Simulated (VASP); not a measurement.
# C (P6_3/mmc) in VASP: notebook

C is run at these levels: r2SCAN; tasks: single point.

Everything below comes from runs of VASP 6.6.1. Logs are shortened: lines on timing, memory, paths and dates and some standing lists are left out, and cuts for length are marked.

### 1 The cell of the first run

Symmetry: P6_3/mmc, No. 194, hexagonal system. Conventional cell: a = 2.510 Å, b = 2.510 Å, c = 8.073 Å, α = 90.00°, β = 90.00°, γ = 120.00°. Within 2.0 Å of C (site symmetry 3m) lie 4 C at 1.50 to 1.53 Å. Within 2.0 Å of C (site symmetry 3m) lie 4 C at 1.53 Å.

### 2 Single point, r2SCAN (strain +0.000 along x and y, -0.025 along z)

POSCAR reads:

```
C
1.0
    2.5098396852      0.0000000000      0.0000000000
   -1.2549198426      2.1735849268      0.0000000000
    0.0000000000      0.0000000000      8.0733165092
C
8
Direct
    0.0000000000      0.0000000000      0.0929334757
    0.0000000000      0.0000000000      0.5929334757
    0.0000000000      0.0000000000      0.4070665243
    0.0000000000      0.0000000000      0.9070665243
    0.3333333333      0.6666666667      0.1554962089
    0.6666666667      0.3333333333      0.6554962089
    0.3333333333      0.6666666667      0.3445037911
    0.6666666667      0.3333333333      0.8445037911
```

INCAR.step1 reads:

```
PREC = Accurate
ENCUT = 520
ISMEAR = 0
SIGMA = 0.05
LREAL = False
LASPH = True
NELM = 80
NBANDS = 26
GGA = PE
ALGO = Normal
EDIFF = 1E-4
LWAVE = True
LCHARG = False
```

INCAR.step2 reads:

```
PREC = Accurate
ENCUT = 520
EDIFF = 1E-7
ISMEAR = 0
SIGMA = 0.05
LREAL = False
LASPH = True
NELM = 80
ALGO = Normal
ISIF = 2
LWAVE = False
LCHARG = False
METAGGA = R2SCAN
LMIXTAU = True
NBANDS = 26
ISTART = 1
```

KPOINTS reads:

```
Automatic mesh
0
Gamma
  12 12 4
```

Potentials or basis: VASP PAW PBE potentials, release 64 (C).

Started as:

```bash
$ cat potpaw_PBE.64/C/POTCAR > POTCAR
$ cp INCAR.step1 INCAR
$ mpirun -np 1 vasp_std > vasp.out
$ cp INCAR.step2 INCAR
$ mpirun -np 1 vasp_std > vasp.out
```

OUTCAR:

```text
PREC = Accurate
   ENCUT = 520
   EDIFF = 1E-7
   ISMEAR = 0
   LREAL = False
   LASPH = True
   NELM = 80
   ISIF = 2
   METAGGA = R2SCAN
   ISTART = 1

 ion  position               nearest neighbor table
   1  0.000  0.000  0.093-   4 1.50   5 1.53   5 1.53   5 1.53
   2  0.000  0.000  0.593-   3 1.50   6 1.53   6 1.53   6 1.53
   3  0.000  0.000  0.407-   2 1.50   7 1.53   7 1.53   7 1.53
   4  0.000  0.000  0.907-   1 1.50   8 1.53   8 1.53   8 1.53
   5  0.333  0.667  0.155-   7 1.53   1 1.53   1 1.53   1 1.53
   6  0.667  0.333  0.655-   8 1.53   2 1.53   2 1.53   2 1.53
   7  0.333  0.667  0.345-   5 1.53   3 1.53   3 1.53   3 1.53
   8  0.667  0.333  0.845-   6 1.53   4 1.53   4 1.53   4 1.53

  LATTYP: Found a hexagonal cell.
 ALAT       =     2.5098396852
 C/A-ratio  =     3.2166662105

  Lattice vectors:

 A1 = (   2.5098396852,   0.0000000000,   0.0000000000)
 A2 = (  -1.2549198426,   2.1735849268,   0.0000000000)
 A3 = (   0.0000000000,   0.0000000000,   8.0733165092)

Analysis of symmetry for initial positions (statically):
=====================================================================
 Subroutine PRICEL returns:
 Original cell was already a primitive cell.

 Routine SETGRP: Setting up the symmetry group for a
 hexagonal supercell.

 Subroutine GETGRP returns: Found 24 space group operations
 (whereof 12 operations were pure point group operations)
 out of a pool of 24 trial point group operations.

The static configuration has the point symmetry D_3d.
 The point group associated with its full space group is D_6h.

Analysis of symmetry for dynamics (positions and initial velocities):
=====================================================================
 Subroutine PRICEL returns:
 Original cell was already a primitive cell.

 Routine SETGRP: Setting up the symmetry group for a
 hexagonal supercell.

 Subroutine GETGRP returns: Found 24 space group operations
 (whereof 12 operations were pure point group operations)
 out of a pool of 24 trial point group operations.

The dynamic configuration has the point symmetry D_3d.
 The point group associated with its full space group is D_6h.

[... 109 lines left out ...]
   NELM   =     80;   NELMIN=  2; NELMDL=  0     # of ELM steps
   EDIFF  = 0.1E-06   stopping-criterion for ELM
   LREAL  =      F    real-space projection
   EDIFFG = 0.1E-05   stopping-criterion for IOM
   NSW    =      0    number of steps for IOM
   IBRION =     -1    ionic relax: 0-MD 1-quasi-New 2-CG
   NFREE  =      0    steps in history (QN), initial steepest desc. (CG)
   ISIF   =      2    stress and relaxation
   ISYM   =      2    0-nonsym 1-usesym 2-fastsym
   POTIM  = 0.5000    time-step for ionic-motion
   TEBEG  =    0.0;   TEEND  =   0.0 temperature during run
   PSTRESS=    0.0 pullay stress
   NELECT =      32.0000    total number of electrons
   NUPDOWN=      -1.0000    fix difference up-down
   EMIN   =  10.00;   EMAX   =-10.00  energy-range for DOS
   EFERMI =   0.00;   METHOD = LEGACY
   ISMEAR =     0;   SIGMA  =   0.05  broadening in eV -4-tet -1-fermi 0-gaus
   EFERMI_NEDOS =   21; number of points for ismear=-14 and -15
   IALGO  =     38    algorithm
   IMIX   =      4    mixing-type and parameters
     AMIX     =   0.40;   BMIX     =  1.00
     AMIX_MAG =   1.60;   BMIX_MAG =  1.00
  volume/ion in A,a.u.               =       5.51        37.15
  Fermi-wavevector in a.u.,A,eV,Ry     =   1.471747  2.781199 29.470772  2.166041
  Thomas-Fermi vector in A             =   2.586846
   LORBIT       =      0    0 simple, 1 ext, 2 COOP (PROOUT), +10 PAW based schemes
   METAGGA = R2SCAN    functional components
   LHFCALC =     F    Hartree Fock is set to
   AEXX    =    0.0000 exact exchange contribution
   IVDW    =     0    specifies the selected vdW correction
   LEPSILON=     F    determine dielectric tensor
   LRPA    =     F    only Hartree local field effects (RPA)
 non-spin polarized calculation
 Gauss-broadening in eV      SIGMA  =   0.05
  energy-cutoff  :      520.00
  volume of cell :       44.04
 maximum number of plane-waves:      1207
 NGX is ok and might be reduce to    20
   NGX =  9   NGY =  9   NGZ = 31

 number of electron      31.9999999 magnetization

 Free energy of the ion-electron system (eV)
  ---------------------------------------------------
  ext. energy  EPLUGINS =         0.00000000
  ---------------------------------------------------
  free energy    TOTEN  =       -78.41320364 eV

  energy without entropy =      -78.41320364  energy(sigma->0) =      -78.41320364

 E-fermi :  10.5220     XC(G=0): -14.4181

 val. band max:       10.3136652699   @ k =   0.0000   0.0000   0.0000
 cond. band min:      14.8436611233   @ k =   0.5000   0.0000   0.0000
 fundamental gap:      4.5299958534
 Fermi energy:        10.5220002458

 k-point     1 :       0.0000    0.0000    0.0000
  band No.  band energies     occupation
      1     -12.9775      2.00000
      2     -11.1580      2.00000
      3     -11.0471      2.00000
      4      -6.5792      2.00000
      5      -4.2778      2.00000
      6       3.1430      2.00000
[... 685 lines left out ...]
     25      21.4566      0.00000
     26      23.7974      0.00000

 [... further k-points ...]

------------------------ aborting loop because EDIFF is reached ----------------------------------------

  FORCE on cell =-STRESS in cart. coord.  units (eV):
  Direction    XX          YY          ZZ          XY          YZ          ZX
  --------------------------------------------------------------------------------------
  -------------------------------------------------------------------------------------
  Total        0.5588974      0.5588974     10.1407046      0.0000000     -0.0000000      0.0000000
  in kB       20.3314378     20.3314378    368.8961660      0.0000000     -0.0000000      0.0000000
  external PRESSURE =     136.5196805 kB  Pullay stress =       0.0000000 kB

 VOLUME and BASIS-vectors are now :
 -----------------------------------------------------------------------------
  energy-cutoff  :      520.00
  volume of cell :       44.04
      direct lattice vectors                 reciprocal lattice vectors
     2.509839685  0.000000000  0.000000000     0.398431823  0.230034720  0.000000000
    -1.254919843  2.173584927  0.000000000     0.000000000  0.460069440  0.000000000
     0.000000000  0.000000000  8.073316509     0.000000000  0.000000000  0.123864833

 POSITION                                       TOTAL-FORCE (eV/Angst)
 -----------------------------------------------------------------------------------
      0.00000      0.00000      0.75028        -0.000000      0.000000      0.082928
      0.00000      0.00000      4.78694        -0.000000     -0.000000      0.082928
      0.00000      0.00000      3.28638        -0.000000      0.000000     -0.082928
      0.00000      0.00000      7.32304        -0.000000      0.000000     -0.082928
     -0.00000      1.44906      1.25537         0.000000      0.000000     -0.108445
      1.25492      0.72453      5.29203         0.000000     -0.000000     -0.108445
     -0.00000      1.44906      2.78129        -0.000000     -0.000000      0.108445
      1.25492      0.72453      6.81795         0.000000     -0.000000      0.108445
 -----------------------------------------------------------------------------------
    total drift:                               -0.000000      0.000000      0.000000

  FREE ENERGIE OF THE ION-ELECTRON SYSTEM (eV)
  ---------------------------------------------------
  free  energy   TOTEN  =       -78.4132036410 eV

  energy  without entropy=      -78.4132036410  energy(sigma->0) =      -78.41320364
```

OSZICAR.step1:

```text
N       E                     dE             d eps       ncg     rms          rms(c)
DAV:   1     0.647161196195E+02    0.64716E+02   -0.16737E+04  2964   0.120E+03
DAV:   2    -0.702282137803E+02   -0.13494E+03   -0.12685E+03  3894   0.229E+02
DAV:   3    -0.752699160512E+02   -0.50417E+01   -0.50043E+01  3948   0.391E+01
DAV:   4    -0.753158325058E+02   -0.45916E-01   -0.45847E-01  3820   0.407E+00
DAV:   5    -0.753165231717E+02   -0.69067E-03   -0.69022E-03  3912   0.466E-01    0.115E+01
DAV:   6    -0.732101156138E+02    0.21064E+01   -0.13528E+00  3420   0.631E+00    0.689E+00
DAV:   7    -0.725041881534E+02    0.70593E+00   -0.16331E+00  3556   0.715E+00    0.152E+00
DAV:   8    -0.725080621788E+02   -0.38740E-02   -0.38359E-02  3788   0.107E+00    0.108E-01
DAV:   9    -0.725082074759E+02   -0.14530E-03   -0.73163E-04  3854   0.178E-01    0.332E-02
DAV:  10    -0.725082653987E+02   -0.57923E-04   -0.60355E-05  2574   0.531E-02
   1 F= -.72508265E+02 E0= -.72508265E+02  d E =-.505630E-20
```

It took 3 min on 1 thread of Intel Xeon Platinum 8375C at 2.90GHz (Ice Lake), shared host; peak memory 0.18 GiB.

Results:

| Item | Value |
| --- | --- |
| Free energy | -78.4132 eV |
| Pressure | 13.7 GPa |
| Largest force | 0.108 eV/Å |
| Band gap on the k mesh | 4.53 eV (least direct gap 5.29 eV) |

Forces in eV/Å, atoms in the order of the input:
```
C    0.000  0.000  0.083
C    0.000  0.000  0.083
C    0.000  0.000 -0.083
C    0.000  0.000 -0.083
C    0.000  0.000 -0.108
C    0.000  0.000 -0.108
C    0.000  0.000  0.108
C    0.000  0.000  0.108
```

Stress tensor (GPa, compression positive):
```
 2.03  0.00  0.00
 0.00  2.03  0.00
 0.00  0.00 36.89
```

Caveat: the cell differs from its parent crystal (strain +0.000 along x and y, -0.025 along z); the cell stands under pressure; the PAW data sets were made with another functional, which shifts forces and pressure a little. A k mesh can miss the band edges.

### 3 Single point, r2SCAN (strain -0.025 along x and y, +0.025 along z)

POSCAR: that of step 2 with these lines changed.

```diff
@@ -2,5 +2,5 @@
 1.0
-    2.5098396852      0.0000000000      0.0000000000
-   -1.2549198426      2.1735849268      0.0000000000
-    0.0000000000      0.0000000000      8.0733165092
+    2.4470936931      0.0000000000      0.0000000000
+   -1.2235468465      2.1192453036      0.0000000000
+    0.0000000000      0.0000000000      8.4873327404
 C
```

INCAR.step1 reads:

```
PREC     = Accurate       # precision mode
ENCUT    = 520            # plane-wave cutoff, eV
ISMEAR   = 0              # smearing method
SIGMA    = 0.05           # smearing width, eV
LREAL    = False          # projectors in reciprocal space
LASPH    = True           # aspherical terms in the spheres
NELM     = 80             # most SCF steps
NBANDS   = 26             # bands
GGA      = PE             # functional
ALGO     = Normal         # electronic algorithm
EDIFF    = 1E-4           # SCF threshold, eV
LWAVE    = True           # write WAVECAR
LCHARG   = False          # write CHGCAR
```

INCAR.step2 reads:

```
PREC     = Accurate       # precision mode
ENCUT    = 520            # plane-wave cutoff, eV
EDIFF    = 1E-6           # SCF threshold, eV
ISMEAR   = 0              # smearing method
SIGMA    = 0.05           # smearing width, eV
LREAL    = False          # projectors in reciprocal space
LASPH    = True           # aspherical terms in the spheres
NELM     = 80             # most SCF steps
ALGO     = Normal         # electronic algorithm
ISIF     = 2              # what is computed and relaxed
LWAVE    = False          # write WAVECAR
LCHARG   = True           # write CHGCAR
METAGGA  = R2SCAN         # meta-GGA
LMIXTAU  = True         
LELF     = True           # ELF
LVHAR    = True         
NBANDS   = 26             # bands
ISTART   = 1
```

KPOINTS is that of step 2.

Potentials or basis: VASP PAW PBE potentials, release 64 (C).

Started as:

```bash
$ cat potpaw_PBE.64/C/POTCAR > POTCAR
$ cp INCAR.step1 INCAR
$ mpirun -np 1 vasp_std > vasp.out
$ cp INCAR.step2 INCAR
$ mpirun -np 1 vasp_std > vasp.out
```

It took 2.3 min on 1 thread of Intel Xeon Platinum 8375C at 2.90GHz (Ice Lake), shared host; peak memory 0.18 GiB.

Results (log left out):

```yaml
Free_energy: -78.1896 eV
Pressure: 15.0 GPa
Largest_force: 0.075 eV/Å
Band_gap_on_the_k_mesh: 4.43 eV
```

Forces on the atoms (eV/Å):
```
C    0.000  0.000  0.002
C    0.000  0.000  0.002
C    0.000  0.000 -0.002
C    0.000  0.000 -0.002
C    0.000  0.000  0.075
C    0.000  0.000  0.075
C    0.000  0.000 -0.075
C    0.000  0.000 -0.075
```

Stress tensor (GPa, compression positive):
```
 36.67   0.00   0.00
  0.00  36.67   0.00
  0.00   0.00 -28.48
```

Levels at points of the mesh, in eV from the valence-band top:
| k point | band 12 | band 13 | band 14 | band 15 | band 16 | band 17 | band 18 | band 19 | band 20 | band 21 |
| --- | --- | --- | --- | --- | --- | --- | --- | --- | --- | --- |
| (0.00, 0.00, 0.00) | -1.57 | -1.57 | -0.35 | 0.00 | 0.00 | 4.43 | 6.18 | 6.18 | 7.93 | 7.93 |
| (0.50, 0.00, 0.00) | -5.36 | -5.33 | -5.23 | -4.10 | -3.46 | 5.19 | 5.63 | 6.17 | 6.82 | 6.91 |
| (0.00, 0.00, 0.50) | -2.42 | -0.57 | -0.57 | -0.57 | -0.57 | 6.78 | 6.78 | 6.88 | 6.88 | 6.88 |
| (0.50, 0.00, 0.50) | -6.24 | -5.17 | -5.17 | -4.08 | -4.08 | 5.91 | 5.91 | 6.78 | 6.78 | 7.86 |

Caveat: the cell differs from its parent crystal (strain -0.025 along x and y, +0.025 along z); the cell stands under pressure; the PAW data sets were made with another functional, which shifts forces and pressure a little. A k mesh can miss the band edges.
